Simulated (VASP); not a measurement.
# AlAu (R-3m) in VASP: single point with r2SCAN

Aim: the single point of AlAu with r2SCAN.

Program: VASP 6.6.1. These are calculated values, not measurements. Logs are shortened: lines on timing, memory, paths and dates and some standing lists are left out, and cuts for length are marked.

## Step 1: The cell of the first run

Symmetry: R-3m, No. 166, trigonal system. Conventional cell: a = 2.952 Å, b = 2.952 Å, c = 26.669 Å, α = 90.00°, β = 90.00°, γ = 120.00°. Al (site symmetry 3m) has 3 Au at 2.74 Å and 9 Al at 2.78 to 2.95 Å within 3.6 Å. Within 3.6 Å of Au (site symmetry 3m) lie 3 Al at 2.74 Å and 9 Au at 2.94 to 2.95 Å.

## Step 2: Single point, r2SCAN

File POSCAR:

```
AlAu
1.0
    2.9516120000      0.0000000000      0.0000000000
   -1.4758060000      2.5561840000      0.0000000000
   -1.4758060000      0.8520610000      8.8895460000
Al Au
2 2
Direct
    0.3745700000      0.6254300000      0.1237100000
    0.6254300000      0.3745700000      0.8762900000
    0.8782000000      0.1218000000      0.6346000000
    0.1218000000      0.8782000000      0.3654000000
```

File INCAR.step1:

```
SYSTEM = AlAu
  ALGO = Normal
  EDIFF = 1E-4
  ENCUT = 520
  GGA = PE
  ISMEAR = -1
  LASPH = .True.
  LCHARG = .False.
  LREAL = .False.
  LUSENCCL = .False.
  LWAVE = .True.
  NBANDS = 22
  NELM = 100
  PREC = Accurate
  SIGMA = 0.0636
```

File INCAR.step2:

```
SYSTEM = AlAu
  ALGO = Normal
  EDIFF = 1E-6
  ENCUT = 520
  ISIF = 2
  ISMEAR = -1
  ISTART = 1
  LASPH = .True.
  LCHARG = .False.
  LMIXTAU = .True.
  LREAL = .False.
  LUSENCCL = .False.
  LWAVE = .False.
  METAGGA = R2SCAN
  NBANDS = 22
  NELM = 100
  PREC = Accurate
  SIGMA = 0.0636
```

File KPOINTS:

```
k-points
0
Gamma
  10 10 10
  0 0 0
```

Potentials or basis: VASP PAW PBE potentials, release 64 (Al, Au).

Started as:

```sh
> cat potpaw_PBE.64/Al/POTCAR potpaw_PBE.64/Au/POTCAR > POTCAR
> cp INCAR.step1 INCAR
> mpirun -np 1 vasp_std > vasp.out
> cp INCAR.step2 INCAR
> mpirun -np 1 vasp_std > vasp.out
```

OUTCAR:

```text
SYSTEM = AlAu
   EDIFF = 1E-6
   ENCUT = 520
   ISIF = 2
   ISMEAR = -1
   ISTART = 1
   LASPH = .True.
   LREAL = .False.
   METAGGA = R2SCAN
   NELM = 100
   PREC = Accurate

 ion  position               nearest neighbor table
   1  0.375  0.625  0.124-   4 2.74   4 2.74   4 2.74   2 2.78   2 2.78   2 2.78
   2  0.625  0.375  0.876-   3 2.74   3 2.74   3 2.74   1 2.78   1 2.78   1 2.78
   3  0.878  0.122  0.635-   2 2.74   2 2.74   2 2.74   4 2.94   4 2.94   4 2.94
   4  0.122  0.878  0.365-   1 2.74   1 2.74   1 2.74   3 2.94   3 2.94   3 2.94

  LATTYP: Found a trigonal (rhomboedric) cell.
 ALAT       =     9.0514122260
 COS(alpha) =     0.9468309093

  Lattice vectors:

 A1 = (   0.0000000000,  -1.7041230000,   8.8895460000)
 A2 = (   1.4758060000,   0.8520610000,   8.8895460000)
 A3 = (  -1.4758060000,   0.8520610000,   8.8895460000)

Analysis of symmetry for initial positions (statically):
=====================================================================
 Subroutine PRICEL returns:
 Original cell was already a primitive cell.

 Routine SETGRP: Setting up the symmetry group for a
 trigonal (rhombohedral) supercell.

 Subroutine GETGRP returns: Found 12 space group operations
 (whereof 12 operations were pure point group operations)
 out of a pool of 12 trial point group operations.

The static configuration has the point symmetry D_3d.

Analysis of symmetry for dynamics (positions and initial velocities):
=====================================================================
 Subroutine PRICEL returns:
 Original cell was already a primitive cell.

 Routine SETGRP: Setting up the symmetry group for a
 trigonal (rhombohedral) supercell.

 Subroutine GETGRP returns: Found 12 space group operations
 (whereof 12 operations were pure point group operations)
 out of a pool of 12 trial point group operations.

The dynamic configuration has the point symmetry D_3d.

 Subroutine INISYM returns: Found 12 space group operations
 (whereof 12 operations are pure point group operations),
 and found     1 'primitive' translations

----------------------------------------------------------------------------------------

                                     Primitive cell

  volume of cell :      67.0704

  direct lattice vectors                    reciprocal lattice vectors
     2.951612000  0.000000000  0.000000000     0.338797918  0.195604072  0.037497235
    -1.475806000  2.556184000  0.000000000     0.000000000  0.391208145 -0.037497213
    -1.475806000  0.852061000  8.889546000     0.000000000 -0.000000000  0.112491684

  length of vectors
     2.951612000  2.951623281  9.051410906     0.393002576  0.393001086  0.112491684

  position of ions in fractional coordinates (direct lattice)
     0.374570000  0.625430000  0.123710000
     0.625430000  0.374570000  0.876290000
     0.878200000  0.121800000  0.634600000
     0.121800000  0.878200000  0.365400000

  ion indices of the primitive-cell ions
   primitive index   ion index
                 1           1
                 2           2
                 3           3
                 4           4

----------------------------------------------------------------------------------------

 KPOINTS: k-points

Automatic generation of k-mesh.
 Grid dimensions read from file:
 generate k-points for:   10   10   10

 Generating k-lattice:

  Cartesian coordinates                     Fractional coordinates (reciprocal lattice)
     0.033879792  0.019560407  0.003749724     0.100000000  0.000000000  0.000000000
     0.000000000  0.039120814 -0.003749721     0.000000000  0.100000000  0.000000000
     0.000000000 -0.000000000  0.011249168     0.000000000  0.000000000  0.100000000

  Length of vectors
     0.039300258  0.039300109  0.011249168

  Shift w.r.t. Gamma in fractional coordinates (k-lattice)
     0.000000000  0.000000000  0.000000000

 Subroutine IBZKPT returns following result:
 ===========================================

 Found    116 irreducible k-points:

 Following reciprocal coordinates:
            Coordinates               Weight
  0.000000  0.000000  0.000000      1.000000
  0.100000  0.000000  0.000000      6.000000
  0.200000  0.000000  0.000000      6.000000
  0.300000  0.000000  0.000000      6.000000
  0.400000  0.000000  0.000000      6.000000
  0.500000  0.000000  0.000000      3.000000
[... 16 lines left out ...]
  0.300000  0.300000  0.000000      6.000000
  0.400000  0.300000  0.000000     12.000000
 [... further k-points ...]
   k-points           NKPTS =    116   k-points in BZ     NKDIM =    116   number of bands    NBANDS=     22
   number of dos      NEDOS =    301   number of ions     NIONS =      4
   total plane-waves  NPLWV =  40320
   dimension x,y,z NGX =    24 NGY =   24 NGZ =   70
   dimension x,y,z NGXF=    48 NGYF=   48 NGZF=  140
   ions per type =               2   2
   NGX,Y,Z   is equivalent  to a cutoff of  13.52, 13.52, 12.86 a.u.
   NGXF,Y,Z  is equivalent  to a cutoff of  27.04, 27.04, 25.71 a.u.
 SYSTEM =  AlAu
   PREC   = accura    normal or accurate (medium, high low for compatibility)
   ISTART =      1    job   : 0-new  1-cont  2-samecut
   ICHARG =      0    charge: 1-file 2-atom 10-const
   ISPIN  =      1    spin polarized calculation?
   LNONCOLLINEAR =      F non collinear calculations
   LSORBIT =      F    spin-orbit coupling
   LASPH  =      T    aspherical Exc in radial PAW
   ENCUT  =  520.0 eV  38.22 Ry    6.18 a.u.   5.49  5.49 16.83*2*pi/ulx,y,z
   NELM   =    100;   NELMIN=  2; NELMDL=  0     # of ELM steps
   EDIFF  = 0.1E-05   stopping-criterion for ELM
   LREAL  =      F    real-space projection
   EDIFFG = 0.1E-04   stopping-criterion for IOM
   NSW    =      0    number of steps for IOM
   IBRION =     -1    ionic relax: 0-MD 1-quasi-New 2-CG
   NFREE  =      0    steps in history (QN), initial steepest desc. (CG)
   ISIF   =      2    stress and relaxation
   ISYM   =      2    0-nonsym 1-usesym 2-fastsym
   POTIM  = 0.5000    time-step for ionic-motion
   TEBEG  =    0.0;   TEEND  =   0.0 temperature during run
   PSTRESS=    0.0 pullay stress
   NELECT =      28.0000    total number of electrons
   NUPDOWN=      -1.0000    fix difference up-down
   EMIN   =  10.00;   EMAX   =-10.00  energy-range for DOS
   EFERMI =   0.00;   METHOD = LEGACY
   ISMEAR =    -1;   SIGMA  =   0.06  broadening in eV -4-tet -1-fermi 0-gaus
   EFERMI_NEDOS =   21; number of points for ismear=-14 and -15
   IALGO  =     38    algorithm
   IMIX   =      4    mixing-type and parameters
     AMIX     =   0.40;   BMIX     =  1.00
     AMIX_MAG =   1.60;   BMIX_MAG =  1.00
  volume/ion in A,a.u.               =      16.77       113.15
  Fermi-wavevector in a.u.,A,eV,Ry     =   1.223537  2.312150 20.368511  1.497043
  Thomas-Fermi vector in A             =   2.358645
   LORBIT       =      0    0 simple, 1 ext, 2 COOP (PROOUT), +10 PAW based schemes
   METAGGA = R2SCAN    functional components
   LHFCALC =     F    Hartree Fock is set to
   AEXX    =    0.0000 exact exchange contribution
   IVDW    =     0    specifies the selected vdW correction
   LEPSILON=     F    determine dielectric tensor
   LRPA    =     F    only Hartree local field effects (RPA)
 non-spin polarized calculation
  energy-cutoff  :      520.00
  volume of cell :       67.07
 maximum number of plane-waves:      1854
 NGX is ok and might be reduce to    24
   NGX = 11   NGY = 11   NGZ = 33

 number of electron      27.9999999 magnetization

 Free energy of the ion-electron system (eV)
  ---------------------------------------------------
  ext. energy  EPLUGINS =         0.00000000
  ---------------------------------------------------
  free energy    TOTEN  =      -115.31652726 eV

  energy without entropy =     -115.30746990  energy(sigma->0) =     -115.31199858

 E-fermi :   8.9118     XC(G=0): -12.3318

 val. band max:        8.8845189528   @ k =   0.1000  -0.4000   0.3000
 cond. band min:       8.9136678398   @ k =   0.3000  -0.4000   0.1000
 fundamental gap:      0.0291488869
 Fermi energy:         8.9117586362

 k-point     1 :       0.0000    0.0000    0.0000
  band No.  band energies     occupation
      1      -2.5468      2.00000
      2      -0.4272      2.00000
      3       0.0889      2.00000
      4       1.7892      2.00000
      5       3.3822      2.00000
      6       3.7110      2.00000
[... 14 lines left out ...]
     21      20.1335      0.00000
     22      22.2101      0.00000

 k-point     2 :       0.1000    0.0000    0.0000
  band No.  band energies     occupation
      1      -2.2944      2.00000
      2      -0.2149      2.00000
      3       0.3966      2.00000
      4       1.9477      2.00000
      5       3.3866      2.00000
      6       3.6230      2.00000
[... 14 lines left out ...]
     21      20.2609      0.00000
     22      20.6710      0.00000

 k-point     3 :       0.2000    0.0000    0.0000
  band No.  band energies     occupation
      1      -1.5601      2.00000
      2       0.3814      2.00000
      3       1.1810      2.00000
      4       2.2779      2.00000
      5       3.2682      2.00000
      6       3.3681      2.00000
[... 14 lines left out ...]
     21      19.2086      0.00000
     22      19.2281      0.00000

 k-point     4 :       0.3000    0.0000    0.0000
  band No.  band energies     occupation
      1      -0.4242      2.00000
      2       1.1621      2.00000
      3       1.7851      2.00000
      4       2.2706      2.00000
      5       2.9251      2.00000
      6       3.6934      2.00000
[... 14 lines left out ...]
     21      18.0170      0.00000
     22      18.2998      0.00000

 k-point     5 :       0.4000    0.0000    0.0000
  band No.  band energies     occupation
      1       0.8152      2.00000
      2       1.7047      2.00000
      3       1.7762      2.00000
      4       2.2054      2.00000
      5       2.8758      2.00000
      6       3.9378      2.00000
[... 14 lines left out ...]
     21      16.9417      0.00000
     22      17.1162      0.00000

 k-point     6 :       0.5000    0.0000    0.0000
  band No.  band energies     occupation
      1       1.3040      2.00000
      2       1.6172      2.00000
      3       1.7520      2.00000
      4       2.7828      2.00000
      5       3.2161      2.00000
      6       3.6005      2.00000
[... 14 lines left out ...]
     21      15.9708      0.00000
     22      16.7945      0.00000

 k-point     7 :       0.1000    0.1000    0.0000
  band No.  band energies     occupation
      1      -1.8044      2.00000
      2       0.2403      2.00000
      3       0.9044      2.00000
      4       2.2222      2.00000
      5       3.2623      2.00000
      6       3.4826      2.00000
[... 324 lines left out ...]
      6       3.2217      2.00000
[... 14 lines left out ...]
     21      17.1025      0.00000
     22      18.1474      0.00000

 k-point    21 :      -0.3000    0.2000    0.0000
  band No.  band energies     occupation
      1      -0.8196      2.00000
      2       0.7053      2.00000
      3       1.9422      2.00000
      4       2.5136      2.00000
      5       3.1551      2.00000
      6       3.2926      2.00000
[... 14 lines left out ...]
     21      18.8006      0.00000
     22      19.6653      0.00000

 k-point    22 :      -0.2000    0.2000    0.0000
  band No.  band energies     occupation
      1      -1.5347      2.00000
      2       0.2058      2.00000
      3       1.3523      2.00000
      4       2.3255      2.00000
      5       3.2434      2.00000
      6       3.4069      2.00000
[... 14 lines left out ...]
     21      19.3467      0.00000
     22      19.3994      0.00000

 k-point    23 :       0.3000    0.3000    0.0000
  band No.  band energies     occupation
      1       2.2352      2.00000
      2       2.4268      2.00000
      3       2.6047      2.00000
      4       3.0794      2.00000
      5       3.1588      2.00000
      6       3.2606      2.00000
[... 14 lines left out ...]
     21      14.7078      0.00000
     22      15.0939      0.00000

 k-point    24 :       0.4000    0.3000    0.0000
  band No.  band energies     occupation
      1       2.2486      2.00000
      2       2.3342      2.00000
      3       2.6750      2.00000
      4       3.0569      2.00000
      5       3.1946      2.00000
      6       3.2894      2.00000
[... 14 lines left out ...]
     21      14.9859      0.00000
     22      17.1567      0.00000

 [... further k-points ...]

------------------------ aborting loop because EDIFF is reached ----------------------------------------

  FORCE on cell =-STRESS in cart. coord.  units (eV):
  Direction    XX          YY          ZZ          XY          YZ          ZX
  --------------------------------------------------------------------------------------
  -------------------------------------------------------------------------------------
  Total        0.1809446      0.1809464     -2.2137528      0.0000000      0.0000001     -0.0000000
  in kB        4.3224018      4.3224459    -52.8821067      0.0000000      0.0000020     -0.0000000
  external PRESSURE =     -14.7457530 kB  Pullay stress =       0.0000000 kB

 VOLUME and BASIS-vectors are now :
 -----------------------------------------------------------------------------
  energy-cutoff  :      520.00
  volume of cell :       67.07
      direct lattice vectors                 reciprocal lattice vectors
     2.951612000  0.000000000  0.000000000     0.338797918  0.195604072  0.037497235
    -1.475806000  2.556184000  0.000000000     0.000000000  0.391208145 -0.037497213
    -1.475806000  0.852061000  8.889546000     0.000000000 -0.000000000  0.112491684

 POSITION                                       TOTAL-FORCE (eV/Angst)
 -----------------------------------------------------------------------------------
     -0.00000      1.70412      1.09973         0.000000     -0.000000      0.474411
      0.00000      1.70412      7.78982         0.000000      0.000000     -0.474411
      1.47581      0.85206      5.64131         0.000000     -0.000000      0.655708
     -1.47581      2.55618      3.24824        -0.000000      0.000000     -0.655708
 -----------------------------------------------------------------------------------
    total drift:                                0.000000     -0.000000     -0.000000

  FREE ENERGIE OF THE ION-ELECTRON SYSTEM (eV)
  ---------------------------------------------------
  free  energy   TOTEN  =      -115.3165272562 eV

  energy  without entropy=     -115.3074698967  energy(sigma->0) =     -115.31199858
```

Run time: 1.9 min. Hardware: 1 × NVIDIA H100 80GB with 1 thread of AMD EPYC 7R13 (Zen 3), shared host; peak memory 1.3 GiB.

What came out:

```
Free energy            : -115.3165 eV
Pressure               : -1.5 GPa
Largest force          : 0.656 eV/Å
Band gap on the k mesh : zero (bands 14 and 15 overlap by 1.60 eV)
```

Forces on the atoms (eV/Å):
```
Al   0.000  0.000  0.474
Al   0.000  0.000 -0.474
Au   0.000  0.000  0.656
Au   0.000  0.000 -0.656
```

Caveat: the stress differs along the axes, from -5 to 0 GPa; the PAW data sets were made with another functional, which shifts forces and pressure a little; spin-orbit coupling is left out, which moves the levels of the heavy elements.

The gap in the log of VASP goes by the Fermi energy; the results here count the filled bands.